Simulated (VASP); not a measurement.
# W (Fm-3m) in VASP: a series of runs

The runs below take W through single point, with PBEsol.

All numbers are computed with VASP 6.6.1; they aren't measurements. Logs are shortened: lines on timing, memory, paths and dates and some standing lists are left out, and cuts for length are marked.

**1. The cell of the first run**

The structure is cubic, space group Fm-3m (No. 225). Conventional cell: a = 4.060 Å, b = 4.060 Å, c = 4.060 Å, α = 90.00°, β = 90.00°, γ = 90.00°. Within 3.8 Å of W (site symmetry m-3m) lie 12 W at 2.87 Å.

**2. Single point, PBEsol**

File INCAR:

```
ALGO = Normal ; EDIFF = 1E-6
ENCUT = 500 ; GGA = PS
GGA_COMPAT = F ; ISIF = 2
ISMEAR = 0 ; LASPH = T
LCHARG = T ; LELF = T
LREAL = F ; LVHAR = T
LWAVE = F ; NBANDS = 13
NELM = 120 ; PREC = Accurate
SIGMA = 0.3
```

File KPOINTS:

```
k-points
0
Gamma
  13 13 13
```

File POSCAR:

```
W
1.0
    0.0000000000      2.0300000000      2.0300000000
    2.0300000000      0.0000000000      2.0300000000
    2.0300000000      2.0300000000      0.0000000000
W
1
Direct
    0.0000000000      0.0000000000      0.0000000000
```

Potentials or basis: VASP PAW PBE potentials, release 64 (W_sv).

Launch:

```console
> cat potpaw_PBE.64/W_sv/POTCAR > POTCAR
> mpirun -np 1 vasp_std > vasp.out
```

OUTCAR:

```text
EDIFF = 1E-6
   ENCUT = 500
   GGA = PS
   ISIF = 2
   ISMEAR = 0
   LASPH = T
   LREAL = F
   NELM = 120
   PREC = Accurate

 ion  position               nearest neighbor table
   1  0.000  0.000  0.000-

  LATTYP: Found a face centered cubic cell.
 ALAT       =     4.0600000000

  Lattice vectors:

 A1 = (   0.0000000000,   2.0300000000,   2.0300000000)
 A2 = (   2.0300000000,   0.0000000000,   2.0300000000)
 A3 = (   2.0300000000,   2.0300000000,   0.0000000000)

Analysis of symmetry for initial positions (statically):
=====================================================================
 Subroutine PRICEL returns:
 Original cell was already a primitive cell.

 Routine SETGRP: Setting up the symmetry group for a
 face centered cubic supercell.

 Subroutine GETGRP returns: Found 48 space group operations
 (whereof 48 operations were pure point group operations)
 out of a pool of 48 trial point group operations.

The static configuration has the point symmetry O_h .

Analysis of symmetry for dynamics (positions and initial velocities):
=====================================================================
 Subroutine PRICEL returns:
 Original cell was already a primitive cell.

 Routine SETGRP: Setting up the symmetry group for a
 face centered cubic supercell.

 Subroutine GETGRP returns: Found 48 space group operations
 (whereof 48 operations were pure point group operations)
 out of a pool of 48 trial point group operations.

The dynamic configuration has the point symmetry O_h .

 Subroutine INISYM returns: Found 48 space group operations
 (whereof 48 operations are pure point group operations),
 and found     1 'primitive' translations

----------------------------------------------------------------------------------------

                                     Primitive cell

  volume of cell :      16.7309

  direct lattice vectors                    reciprocal lattice vectors
     0.000000000  2.030000000  2.030000000    -0.246305419  0.246305419  0.246305419
     2.030000000  0.000000000  2.030000000     0.246305419 -0.246305419  0.246305419
     2.030000000  2.030000000  0.000000000     0.246305419  0.246305419 -0.246305419

  length of vectors
     2.870853532  2.870853532  2.870853532     0.426613499  0.426613499  0.426613499

  position of ions in fractional coordinates (direct lattice)
     0.000000000  0.000000000  0.000000000

  ion indices of the primitive-cell ions
   primitive index   ion index
                 1           1

----------------------------------------------------------------------------------------

 KPOINTS: k-points

Automatic generation of k-mesh.
 Grid dimensions read from file:
 generate k-points for:   13   13   13

 Generating k-lattice:

  Cartesian coordinates                     Fractional coordinates (reciprocal lattice)
    -0.018946571  0.018946571  0.018946571     0.076923077  0.000000000  0.000000000
     0.018946571 -0.018946571  0.018946571     0.000000000  0.076923077  0.000000000
     0.018946571  0.018946571 -0.018946571     0.000000000  0.000000000  0.076923077

  Length of vectors
     0.032816423  0.032816423  0.032816423

  Shift w.r.t. Gamma in fractional coordinates (k-lattice)
     0.000000000  0.000000000  0.000000000

 Subroutine IBZKPT returns following result:
 ===========================================

 Found     84 irreducible k-points:

 Following reciprocal coordinates:
            Coordinates               Weight
  0.000000  0.000000  0.000000      1.000000
  0.076923  0.000000  0.000000      8.000000
  0.153846  0.000000  0.000000      8.000000
  0.230769  0.000000  0.000000      8.000000
  0.307692  0.000000  0.000000      8.000000
  0.384615  0.000000  0.000000      8.000000
[... 16 lines left out ...]
  0.384615  0.153846  0.000000     24.000000
  0.461538  0.153846  0.000000     24.000000
 [... further k-points ...]
   k-points           NKPTS =     84   k-points in BZ     NKDIM =     84   number of bands    NBANDS=     13
   number of dos      NEDOS =    301   number of ions     NIONS =      1
   total plane-waves  NPLWV =  13824
   dimension x,y,z NGX =    24 NGY =   24 NGZ =   24
   dimension x,y,z NGXF=    48 NGYF=   48 NGZF=   48
   ions per type =               1
   NGX,Y,Z   is equivalent  to a cutoff of  13.90, 13.90, 13.90 a.u.
   NGXF,Y,Z  is equivalent  to a cutoff of  27.80, 27.80, 27.80 a.u.
 SYSTEM =  unknown system
   PREC   = accura    normal or accurate (medium, high low for compatibility)
   ISTART =      0    job   : 0-new  1-cont  2-samecut
   ICHARG =      2    charge: 1-file 2-atom 10-const
   ISPIN  =      1    spin polarized calculation?
   LNONCOLLINEAR =      F non collinear calculations
   LSORBIT =      F    spin-orbit coupling
   LASPH  =      T    aspherical Exc in radial PAW
   ENCUT  =  500.0 eV  36.75 Ry    6.06 a.u.   5.23  5.23  5.23*2*pi/ulx,y,z
   NELM   =    120;   NELMIN=  2; NELMDL= -5     # of ELM steps
   EDIFF  = 0.1E-05   stopping-criterion for ELM
   LREAL  =      F    real-space projection
   EDIFFG = 0.1E-04   stopping-criterion for IOM
   NSW    =      0    number of steps for IOM
   IBRION =     -1    ionic relax: 0-MD 1-quasi-New 2-CG
   NFREE  =      0    steps in history (QN), initial steepest desc. (CG)
   ISIF   =      2    stress and relaxation
   ISYM   =      2    0-nonsym 1-usesym 2-fastsym
   POTIM  = 0.5000    time-step for ionic-motion
   TEBEG  =    0.0;   TEEND  =   0.0 temperature during run
   PSTRESS=    0.0 pullay stress
   NELECT =      14.0000    total number of electrons
   NUPDOWN=      -1.0000    fix difference up-down
   EMIN   =  10.00;   EMAX   =-10.00  energy-range for DOS
   EFERMI =   0.00;   METHOD = LEGACY
   ISMEAR =     0;   SIGMA  =   0.30  broadening in eV -4-tet -1-fermi 0-gaus
   EFERMI_NEDOS =   21; number of points for ismear=-14 and -15
   IALGO  =     38    algorithm
   IMIX   =      4    mixing-type and parameters
     AMIX     =   0.40;   BMIX     =  1.00
     AMIX_MAG =   1.60;   BMIX_MAG =  1.00
  volume/ion in A,a.u.               =      16.73       112.91
  Fermi-wavevector in a.u.,A,eV,Ry     =   1.542688  2.915258 32.380324  2.379887
  Thomas-Fermi vector in A             =   2.648457
   LORBIT       =      0    0 simple, 1 ext, 2 COOP (PROOUT), +10 PAW based schemes
   GGA     = PS    functional components
   LHFCALC =     F    Hartree Fock is set to
   AEXX    =    0.0000 exact exchange contribution
   IVDW    =     0    specifies the selected vdW correction
   LEPSILON=     F    determine dielectric tensor
   LRPA    =     F    only Hartree local field effects (RPA)
 non-spin polarized calculation
 Gauss-broadening in eV      SIGMA  =   0.30
  energy-cutoff  :      500.00
  volume of cell :       16.73
 maximum number of plane-waves:       440
 NGX is ok and might be reduce to    24
   NGX = 11   NGY = 11   NGZ = 11

 number of electron      14.0000002 magnetization

 Free energy of the ion-electron system (eV)
  ---------------------------------------------------
  ext. energy  EPLUGINS =         0.00000000
  ---------------------------------------------------
  free energy    TOTEN  =       -13.30652449 eV

  energy without entropy =      -13.24688015  energy(sigma->0) =      -13.27670232

 E-fermi :  10.0664     XC(G=0): -13.4492

 val. band max:       10.0464698670   @ k =  -0.3846   0.1538   0.0000
 cond. band min:      10.0665064810   @ k =  -0.4615   0.1538   0.0000
 fundamental gap:      0.0200366141
 Fermi energy:        10.0664247315

 k-point     1 :       0.0000    0.0000    0.0000
  band No.  band energies     occupation
      1     -63.6141      2.00000
      2     -27.2639      2.00000
      3     -27.2639      2.00000
      4     -27.2639      2.00000
      5       1.1520      2.00000
      6       9.5173      1.99037
      7       9.5173      1.99037
      8       9.5173      1.99037
      9      12.5472      0.00000
     10      12.5472      0.00000
     11      22.8593      0.00000
     12      27.9439      0.00000
     13      27.9439      0.00000

 k-point     2 :       0.0769    0.0000    0.0000
  band No.  band energies     occupation
      1     -63.6086      2.00000
      2     -27.3297      2.00000
      3     -27.2723      2.00000
      4     -27.2723      2.00000
      5       1.4053      2.00000
      6       9.3259      1.99952
      7       9.6338      1.95858
      8       9.6338      1.95858
      9      12.4439      0.00000
     10      12.4439      0.00000
     11      23.3621      0.00000
     12      26.9094      0.00000
     13      28.4180      0.00000

 k-point     3 :       0.1538    0.0000    0.0000
  band No.  band energies     occupation
      1     -63.5932      2.00000
      2     -27.5093      2.00000
      3     -27.2957      2.00000
      4     -27.2957      2.00000
      5       2.1126      2.00000
      6       8.8955      2.00000
      7       9.8864      1.60402
      8       9.8864      1.60402
      9      12.2908      0.00000
     10      12.2908      0.00000
     11      24.3778      0.00000
     12      25.5412      0.00000
     13      29.7549      0.00000
[... 305 lines left out ...]
 k-point    23 :       0.3846    0.1538    0.0000
  band No.  band energies     occupation
      1     -63.5291      2.00000
      2     -28.0670      2.00000
      3     -27.4770      2.00000
      4     -27.4566      2.00000
      5       4.9306      2.00000
      6       7.9078      2.00000
      7       9.0182      2.00000
      8      10.5230      0.03136
      9      13.7073      0.00000
     10      14.5693      0.00000
     11      22.5817      0.00000
     12      25.8262      0.00000
     13      28.6355      0.00000

 k-point    24 :       0.4615    0.1538    0.0000
  band No.  band energies     occupation
      1     -63.5141      2.00000
      2     -28.2080      2.00000
      3     -27.5299      2.00000
      4     -27.4660      2.00000
      5       5.2722      2.00000
      6       8.2113      2.00000
      7       9.1818      1.99997
      8      10.2493      0.38866
      9      15.0609      0.00000
     10      15.2786      0.00000
     11      20.5235      0.00000
     12      24.6916      0.00000
     13      27.8989      0.00000

 [... further k-points ...]

------------------------ aborting loop because EDIFF is reached ----------------------------------------

  FORCE on cell =-STRESS in cart. coord.  units (eV):
  Direction    XX          YY          ZZ          XY          YZ          ZX
  --------------------------------------------------------------------------------------
  -------------------------------------------------------------------------------------
  Total       -1.2298744     -1.2298744     -1.2298744      0.0000000      0.0000000      0.0000000
  in kB     -117.7750376   -117.7750376   -117.7750376      0.0000000      0.0000000      0.0000000
  external PRESSURE =    -117.7750376 kB  Pullay stress =       0.0000000 kB

 VOLUME and BASIS-vectors are now :
 -----------------------------------------------------------------------------
  energy-cutoff  :      500.00
  volume of cell :       16.73
      direct lattice vectors                 reciprocal lattice vectors
     0.000000000  2.030000000  2.030000000    -0.246305419  0.246305419  0.246305419
     2.030000000  0.000000000  2.030000000     0.246305419 -0.246305419  0.246305419
     2.030000000  2.030000000  0.000000000     0.246305419  0.246305419 -0.246305419

 POSITION                                       TOTAL-FORCE (eV/Angst)
 -----------------------------------------------------------------------------------
      0.00000      0.00000      0.00000         0.000000      0.000000      0.000000
 -----------------------------------------------------------------------------------
    total drift:                               -0.000000      0.000000     -0.000000

  FREE ENERGIE OF THE ION-ELECTRON SYSTEM (eV)
  ---------------------------------------------------
  free  energy   TOTEN  =       -13.3065244860 eV

  energy  without entropy=      -13.2468801546  energy(sigma->0) =      -13.27670232
```

It took 5.5 s on 1 thread of Intel Xeon 6975P-C (Granite Rapids), shared host; peak memory 0.15 GiB.

Results:

* Free energy: -13.3065 eV
* Pressure: -11.8 GPa
* Band gap on the k mesh: zero (band 7 reaches 12.73 eV, above the bottom of band 8 at 9.52 eV)

Levels at points of the mesh, in eV from the Fermi level:
```
           k point  band 4  band 5  band 6  band 7  band 8  band 9  band 10  band 11
(0.00, 0.00, 0.00)  -37.33   -8.91   -0.55   -0.55   -0.55    2.48     2.48    12.79
```

Caveat: the PAW data sets were made with another functional, which shifts forces and pressure a little; spin-orbit coupling is left out, which moves the levels of the heavy elements.

(Part 1 of 2 ends here.)
